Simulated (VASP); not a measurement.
# Pt (I4/mmm) in VASP: a series of runs

Runs on Pt. Level: PBE. Tasks: relaxation of cell and atoms, single point.

All numbers are computed with VASP 6.6.1; they aren't measurements. Logs are shortened: lines on timing, memory, paths and dates and some standing lists are left out, and cuts for length are marked.

## 1. The cell of the first run

The structure is tetragonal, space group I4/mmm (No. 139). Conventional cell: a = 3.402 Å, b = 3.402 Å, c = 2.730 Å, α = 90.00°, β = 90.00°, γ = 90.00°. Pt (site symmetry 4/mmm) has 14 Pt at 2.73 to 3.40 Å within 3.6 Å.

The cell was built from a structure type or drawn by symmetry, and may not be a known phase.

## 2. Relaxation of cell and atoms, PBE

The input, INCAR:

```
SYSTEM = Pt
  PREC = Accurate
  ENCUT = 600
  EDIFF = 1E-6
  ISMEAR = 0
  SIGMA = 0.1
  LREAL = .FALSE.
  LASPH = .TRUE.
  NELM = 100
  ALGO = Normal
  ISIF = 3
  LWAVE = .FALSE.
  LCHARG = .FALSE.
  GGA = PE
  IBRION = 2
  NSW = 90
  EDIFFG = -0.04
```

The input, KPOINTS:

```
regular mesh
0
G
  8 8 8
  0 0 0
```

The input, POSCAR:

```
Pt
1.0
   -1.7012089984      1.7012089984      1.3649312716
    1.7012089984     -1.7012089984      1.3649312716
    1.7012089984      1.7012089984     -1.3649312716
Pt
1
Direct
    0.5000000000      0.5000000000      0.0000000000
```

Potentials or basis: VASP PAW PBE potentials, release 64 (Pt).

Run with:

```console
$ cat potpaw_PBE.64/Pt/POTCAR > POTCAR
$ mpirun -np 1 vasp_std > vasp.out
```

OUTCAR:

```text
SYSTEM = Pt
   PREC = Accurate
   ENCUT = 600
   EDIFF = 1E-6
   ISMEAR = 0
   LREAL = .FALSE.
   LASPH = .TRUE.
   NELM = 100
   ISIF = 3
   GGA = PE
   IBRION = 2
   NSW = 90
   EDIFFG = -0.04

 ion  position               nearest neighbor table
   1  0.500  0.500  0.000-

  LATTYP: Found a body centered tetragonal cell.
 ALAT       =     3.4024179968
 C/A-ratio  =     0.8023301504

  Lattice vectors:

 A1 = (  -1.7012089984,   1.7012089984,   1.3649312716)
 A2 = (   1.7012089984,  -1.7012089984,   1.3649312716)
 A3 = (   1.7012089984,   1.7012089984,  -1.3649312716)

Analysis of symmetry for initial positions (statically):
=====================================================================
 Subroutine PRICEL returns:
 Original cell was already a primitive cell.

 Routine SETGRP: Setting up the symmetry group for a
 body centered tetragonal supercell.

 Subroutine GETGRP returns: Found 16 space group operations
 (whereof 16 operations were pure point group operations)
 out of a pool of 16 trial point group operations.

The static configuration has the point symmetry D_4h.

Analysis of symmetry for dynamics (positions and initial velocities):
=====================================================================
 Subroutine PRICEL returns:
 Original cell was already a primitive cell.

 Routine SETGRP: Setting up the symmetry group for a
 body centered tetragonal supercell.

 Subroutine GETGRP returns: Found 16 space group operations
 (whereof 16 operations were pure point group operations)
 out of a pool of 16 trial point group operations.

The dynamic configuration has the point symmetry D_4h.

 Subroutine INISYM returns: Found 16 space group operations
 (whereof 16 operations are pure point group operations),
 and found     1 'primitive' translations

----------------------------------------------------------------------------------------

                                     Primitive cell

  volume of cell :      15.8011

  direct lattice vectors                    reciprocal lattice vectors
    -1.701208998  1.701208998  1.364931272     0.000000000  0.293908626  0.366318811
     1.701208998 -1.701208998  1.364931272     0.293908626  0.000000000  0.366318811
     1.701208998  1.701208998 -1.364931272     0.293908626  0.293908626  0.000000000

  length of vectors
     2.766091374  2.766091374  2.766091374     0.469650670  0.469650670  0.415649566

  position of ions in fractional coordinates (direct lattice)
     0.500000000  0.500000000  0.000000000
[... 94 lines left out ...]
   IMIX   =      4    mixing-type and parameters
     AMIX     =   0.40;   BMIX     =  1.00
     AMIX_MAG =   1.60;   BMIX_MAG =  1.00
  volume/ion in A,a.u.               =      15.80       106.63
  Fermi-wavevector in a.u.,A,eV,Ry     =   1.405549  2.656103 26.879251  1.975569
  Thomas-Fermi vector in A             =   2.527999
   LORBIT       =      0    0 simple, 1 ext, 2 COOP (PROOUT), +10 PAW based schemes
   GGA     = PE    functional components
   LHFCALC =     F    Hartree Fock is set to
   AEXX    =    0.0000 exact exchange contribution
   IVDW    =     0    specifies the selected vdW correction
   LEPSILON=     F    determine dielectric tensor
   LRPA    =     F    only Hartree local field effects (RPA)
 conjugate gradient relaxation of ions
 non-spin polarized calculation
 Gauss-broadening in eV      SIGMA  =   0.10
  energy-cutoff  :      600.00
  volume of cell :       15.80
 maximum number of plane-waves:       541
 NGX is ok and might be reduce to    24

--------------------------------------- Ionic step        1  -------------------------------------------

 number of electron      10.0000001 magnetization

 Free energy of the ion-electron system (eV)
  ---------------------------------------------------
  ext. energy  EPLUGINS =         0.00000000
  ---------------------------------------------------
  free energy    TOTEN  =        -6.05035247 eV

  energy without entropy =       -6.04083357  energy(sigma->0) =       -6.04559302

------------------------ aborting loop because EDIFF is reached ----------------------------------------

  FORCE on cell =-STRESS in cart. coord.  units (eV):
  Direction    XX          YY          ZZ          XY          YZ          ZX
  --------------------------------------------------------------------------------------
  -------------------------------------------------------------------------------------
  Total        0.0812422      0.0812422      0.1321281      0.0000000      0.0000000      0.0000000
  in kB        8.2377059      8.2377059     13.3973780      0.0000000      0.0000000      0.0000000
  external PRESSURE =       9.9575966 kB  Pullay stress =       0.0000000 kB
[... 57 lines left out ...]
--------------------------------------- Ionic step        3  -------------------------------------------

 number of electron      10.0000001 magnetization

 Free energy of the ion-electron system (eV)
  ---------------------------------------------------
  ext. energy  EPLUGINS =         0.00000000
  ---------------------------------------------------
  free energy    TOTEN  =        -6.05055839 eV

  energy without entropy =       -6.04101463  energy(sigma->0) =       -6.04578651

 E-fermi :  10.2181     XC(G=0): -13.1706

 val. band max:       10.2138192365   @ k =  -0.3750   0.3750   0.1250
 cond. band min:      10.2423434008   @ k =  -0.3750   0.1250   0.0000
 fundamental gap:      0.0285241643
 Fermi energy:        10.2180737213

 k-point     1 :       0.0000    0.0000    0.0000
  band No.  band energies     occupation
      1       0.6579      2.00000
      2       5.6387      2.00000
      3       7.2228      2.00000
      4       7.6596      2.00000
      5       7.6596      2.00000
      6       9.9431      1.99990
      7      25.8253      0.00000
      8      25.8253      0.00000
      9      31.0153      0.00000
[... 265 lines left out ...]
 k-point    24 :       0.3750    0.1250    0.1250
  band No.  band energies     occupation
      1       4.4380      2.00000
      2       4.9552      2.00000
      3       7.9851      2.00000
      4       8.9464      2.00000
      5      10.3155      0.16813
      6      14.8556      0.00000
      7      16.7766      0.00000
      8      21.9402      0.00000
      9      22.2770      0.00000

 [... further k-points ...]

------------------------ aborting loop because EDIFF is reached ----------------------------------------

  FORCE on cell =-STRESS in cart. coord.  units (eV):
  Direction    XX          YY          ZZ          XY          YZ          ZX
  --------------------------------------------------------------------------------------
  -------------------------------------------------------------------------------------
  Total       -0.0053584     -0.0053584      0.0104932      0.0000000      0.0000000      0.0000000
  in kB       -0.5411631     -0.5411631      1.0597350      0.0000000      0.0000000      0.0000000
  external PRESSURE =      -0.0075304 kB  Pullay stress =       0.0000000 kB
[... 16 lines left out ...]
  FREE ENERGIE OF THE ION-ELECTRON SYSTEM (eV)
  ---------------------------------------------------
  free  energy   TOTEN  =        -6.0505583917 eV

  energy  without entropy=       -6.0410146266  energy(sigma->0) =       -6.04578651

 reached required accuracy - stopping structural energy minimisation
```

OSZICAR:

```text
N       E                     dE             d eps       ncg     rms          rms(c)
DAV:   1     0.370535799387E+02    0.37054E+02   -0.61941E+03  1070   0.119E+03
DAV:   2    -0.607734701384E+01   -0.43131E+02   -0.42094E+02  1140   0.185E+02
DAV:   3    -0.644096127294E+01   -0.36361E+00   -0.36038E+00  1264   0.182E+01
DAV:   4    -0.644221453556E+01   -0.12533E-02   -0.12532E-02  1182   0.114E+00
[... 17 lines left out ...]
DAV:   1    -0.605965999942E+01   -0.10407E-01   -0.21914E-01  1069   0.496E+00    0.625E-01
DAV:   2    -0.605103097050E+01    0.86290E-02   -0.26475E-02  1066   0.144E+00    0.230E-01
DAV:   3    -0.605052928059E+01    0.50169E-03   -0.25001E-03  1117   0.412E-01    0.133E-01
DAV:   4    -0.605055826333E+01   -0.28983E-04   -0.10538E-04  1182   0.807E-02    0.565E-03
DAV:   5    -0.605055839170E+01   -0.12837E-06   -0.25100E-06  1086   0.147E-02
   3 F= -.60505584E+01 E0= -.60457865E+01  d E =-.205919E-03
```

Run time: 7 s. Hardware: 1 thread of Intel Xeon 6975P-C (Granite Rapids), shared host; peak memory 0.15 GiB.

Results:

```
Free energy                           : -6.0506 eV
Relaxed volume                        : 15.86 Å³/atom
Relaxed cell                          : a = 2.770 Å, b = 2.770 Å, c = 2.770 Å, α = 104.11°, β = 104.11°, γ = 120.83°
Space group after relaxing (to 0.1 Å) : I4/mmm (No. 139)
Energy gained by relaxing             : 0.2 meV/atom
Ionic steps                           : 3
Pressure after relaxing               : 0.0 GPa
Band gap on the k mesh                : zero (bands 5 and 6 overlap by 1.97 eV)
```

Step by step:
| step | energy change (eV) | largest force (eV/Å) | pressure (GPa) | volume (Å³) |
| --- | --- | --- | --- | --- |
| 1 | 0.0000 | 0.0000 | 1.00 | 15.80 |
| 2 | 0.0011 | 0.0000 | -2.44 | 16.03 |
| 3 | -0.0002 | 0.0000 | 0.00 | 15.86 |

Final structure:
```
Pt
1.0
    -1.70308    1.70308    1.36738
     1.70308   -1.70308    1.36738
     1.70308    1.70308   -1.36738
Pt
1
Cartesian
  0.0000 0.0000 1.3674
```

Caveat: the k points lie up to 0.37 Å⁻¹ apart in the final cell, too coarse for converged energies and pressures of a metal; spin-orbit coupling is left out, which moves the levels of the heavy elements.

## 3. Single point, PBE

The input, INCAR:

```
PREC = Accurate ; ENCUT = 520
EDIFF = 1E-6 ; ISMEAR = 0
SIGMA = 0.1 ; LREAL = False
LASPH = True ; NELM = 100
ALGO = Fast ; ISIF = 2
LWAVE = False ; LCHARG = False
GGA = PE ; NBANDS = 11
```

The input, KPOINTS:

```
regular mesh
0
Gamma
  26 26 26
```

The input, POSCAR:

```
Pt
1.0
   -1.7006000316      1.7006000316      1.3676190837
    1.7006000316     -1.7006000316      1.3676190837
    1.7006000316      1.7006000316     -1.3676190837
Pt
1
Direct
    0.5000000000      0.5000000000      0.0000000000
```

Potentials or basis: VASP PAW PBE potentials, release 64 (Pt).

Run with:

```console
$ cat potpaw_PBE.64/Pt/POTCAR > POTCAR
$ mpirun -np 1 vasp_std > vasp.out
```

It took 67 s on 1 thread of Intel Xeon 6975P-C (Granite Rapids), shared host; peak memory 0.34 GiB.

The run converged. Its results:

```
Free energy            : -6.0945 eV
Pressure               : -0.5 GPa
Band gap on the k mesh : zero (bands 5 and 6 overlap by 2.05 eV)
```

Stress tensor (GPa, compression positive):
```
-0.55  0.00  0.00
 0.00 -0.55  0.00
 0.00  0.00 -0.48
```

Levels at points of the mesh, in eV from the Fermi level:
```
           k point  band 3  band 4  band 5  band 6  band 7  band 8
(0.00, 0.00, 0.00)   -3.07   -2.66   -2.66   -0.37   15.55   15.55
(0.50, 0.00, 0.00)   -1.53    0.37    0.55    0.80    7.07   12.52
(0.50, 0.50, 0.00)   -3.17   -1.48   -0.71    0.57    4.90   15.05
(0.50, 0.50, 0.50)    0.20    0.20    0.72    5.45    5.45   11.34
```

Caveat: spin-orbit coupling is left out, which moves the levels of the heavy elements.

## 4. Single point, PBE

This run uses another cell than the first one: it holds 4 atoms, not 1.

The input, INCAR:

```
  ALGO = Fast
  EDIFF = 1E-7
  ENCUT = 520
  GGA = PE
  ISIF = 2
  ISMEAR = 0
  LASPH = True
  LCHARG = True
  LELF = True
  LREAL = False
  LVHAR = True
  LWAVE = False
  NBANDS = 28
  NELM = 100
  PREC = Accurate
  SIGMA = 0.2
```

The input, KPOINTS:

```
k-points
0
Gamma
  8 8 8
```

The input, POSCAR:

```
Pt
1.0
   -1.7006000316      1.7006000316     -1.3676190837
    1.7006000316     -1.7006000316     -4.1028572510
   -3.4012000632     -3.4012000632      2.7352381674
Pt
4
Direct
    0.7500000000      0.7500000000      0.5000000000
    0.7500000000      0.7500000000      1.0000000000
    0.2500000000      0.2500000000      0.5000000000
    0.2500000000      0.2500000000      0.0000000000
```

Run with:

```console
$ cat potpaw_PBE.64/Pt/POTCAR > POTCAR
$ mpirun -np 1 vasp_std > vasp.out
```

Run time: 1.7 min. Hardware: 1 thread of Intel Xeon 6975P-C (Granite Rapids), shared host; peak memory 0.32 GiB.

Results (log left out):

* Free energy: -24.3660 eV
* Pressure: 0.0 GPa
* Band gap on the k mesh: zero (bands 20 and 21 overlap by 1.74 eV)

Stress tensor (GPa, compression positive):
```
 0.03 -0.59  0.64
-0.59  0.03 -0.64
 0.64 -0.64 -0.15
```

Levels at points of the mesh, in eV from the Fermi level:
| k point | band 17 | band 18 | band 19 | band 20 | band 21 | band 22 | band 23 | band 24 |
| --- | --- | --- | --- | --- | --- | --- | --- | --- |
| (0.00, 0.00, 0.00) | -0.34 | 0.40 | 0.40 | 0.58 | 0.58 | 0.59 | 0.83 | 0.83 |
| (0.50, 0.00, 0.00) | -1.40 | -1.40 | 0.56 | 0.56 | 2.35 | 2.35 | 4.79 | 4.79 |
| (0.00, 0.50, 0.00) | -1.52 | -1.52 | -1.40 | -1.40 | -1.06 | -1.06 | 2.34 | 2.34 |
| (0.50, 0.50, 0.00) | 0.40 | 0.59 | 0.59 | 0.60 | 0.76 | 0.83 | 0.83 | 4.94 |
| (0.00, 0.00, 0.50) | -1.22 | -1.22 | -0.94 | -0.94 | 0.45 | 0.45 | 3.09 | 3.09 |
| (0.50, 0.50, 0.50) | 0.42 | 0.42 | 0.45 | 0.45 | 3.10 | 3.10 | 3.37 | 3.37 |

Caveat: spin-orbit coupling is left out, which moves the levels of the heavy elements.

## 5. Relaxation of cell and atoms, PBE

This run uses another cell than the first one, of 15.89 Å³/atom.

The input, INCAR:

```
  PREC = Accurate
  ENCUT = 600
  EDIFF = 1E-6
  ISMEAR = 0
  SIGMA = 0.1
  LREAL = F
  LASPH = T
  NELM = 60
  ALGO = Fast
  ISIF = 3
  LWAVE = F
  LCHARG = F
  GGA = PE
  IBRION = 2
  NSW = 100
  EDIFFG = -0.01
```

The input, KPOINTS:

```
regular mesh
0
Gamma
  26 26 26
```

The input, POSCAR:

```
Pt
1.0
   -1.7041377986      1.7041377986      1.3681777968
    1.7041377986     -1.7041377986      1.3681777968
    1.7041377986      1.7041377986     -1.3681777968
Pt
1
Direct
    0.5000000000      0.5000000000      0.0000000000
```

Run with:

```console
$ cat potpaw_PBE.64/Pt/POTCAR > POTCAR
$ mpirun -np 1 vasp_std > vasp.out
```

It took 3.3 min on 1 thread of Intel Xeon 6975P-C (Granite Rapids), shared host; peak memory 0.38 GiB.

It converged, with:

```yaml
Free_energy: -6.0947 eV
Relaxed_volume: 15.79 Å³/atom
Relaxed_cell: a = 2.765 Å, b = 2.765 Å, c = 2.765 Å, α = 104.16°, β = 104.16°, γ = 120.72°
Space_group_after_relaxing_to_0.1_Å: I4/mmm (No. 139)
Energy_gained_by_relaxing: 0.5 meV/atom
Ionic_steps: 6
Pressure_after_relaxing: 0.0 GPa
Band_gap_on_the_k_mesh: zero (bands 5 and 6 overlap by 2.06 eV)
```

The path:
| step | energy change (eV) | largest force (eV/Å) | pressure (GPa) | volume (Å³) |
| --- | --- | --- | --- | --- |
| 1 | 0.0000 | 0.0000 | -1.48 | 15.89 |
| 2 | 0.0023 | 0.0000 | 3.97 | 15.56 |
| 3 | -0.0005 | 0.0000 | 0.06 | 15.79 |
| 4 | -0.0005 | 0.0000 | 0.03 | 15.79 |
| 5 | -0.0005 | 0.0000 | 0.00 | 15.80 |
| 6 | -0.0005 | 0.0000 | -0.03 | 15.79 |

Final structure:
```
Pt
1.0
    -1.69927    1.69927    1.36743
     1.69927   -1.69927    1.36743
     1.69927    1.69927   -1.36743
Pt
1
Direct
  0.50000 0.50000 0.00000
```

Levels at points of the mesh, in eV from the Fermi level:
```
           k point  band 2  band 3  band 4  band 5  band 6  band 7  band 8  band 9
(0.00, 0.00, 0.00)   -4.70   -3.07   -2.67   -2.67   -0.37   15.55   15.55   20.69
(0.50, 0.00, 0.00)   -5.59   -1.53    0.37    0.55    0.80    7.08   12.52   14.08
(0.50, 0.50, 0.00)   -3.46   -3.18   -1.49   -0.72    0.57    4.92   15.04   19.58
(0.50, 0.50, 0.50)   -6.24    0.20    0.20    0.72    5.45    5.45   11.37   12.44
```

Caveat: spin-orbit coupling is left out, which moves the levels of the heavy elements.

## 6. Overview

| task | cell | k mesh | cutoff (eV) | smearing | gap on the mesh (eV) | pressure (GPa) | relaxed volume (Å³/atom) |
| --- | --- | --- | --- | --- | --- | --- | --- |
| relaxation of cell and atoms | relaxed from a = 2.766 Å, angles 104.1, 104.1, 120.9°, 1 atom, atomic positions A | 8 × 8 × 8 | 600 | gaussian 0.1 eV | none | 0.0 | 15.86 |
| single point | a = 2.767 Å, angles 104.1, 104.1, 120.8°, 1 atom, atomic positions A | 26 × 26 × 26 | 520 | gaussian 0.1 eV | none | -0.5 | - |
| single point | a = 2.767, b = 4.756, c = 5.533 Å, angles 115.2, 104.1, 90.8°, 4 atoms, atomic positions B | 8 × 8 × 8 | 520 | gaussian 0.2 eV | none | 0.0 | - |
| relaxation of cell and atoms | relaxed from a = 2.771 Å, angles 104.1, 104.1, 120.8°, 1 atom, atomic positions A | 26 × 26 × 26 | 600 | gaussian 0.1 eV | none | 0.0 | 15.79 |

Alike in all rows: level PBE; potentials or basis VASP PAW PBE potentials, release 64 (Pt); no spin polarisation.

Caveats: some runs use coarse meshes; spin-orbit coupling is left out, which moves the levels of the heavy elements.

Absolute energies hang on the potentials; compare differences alone.
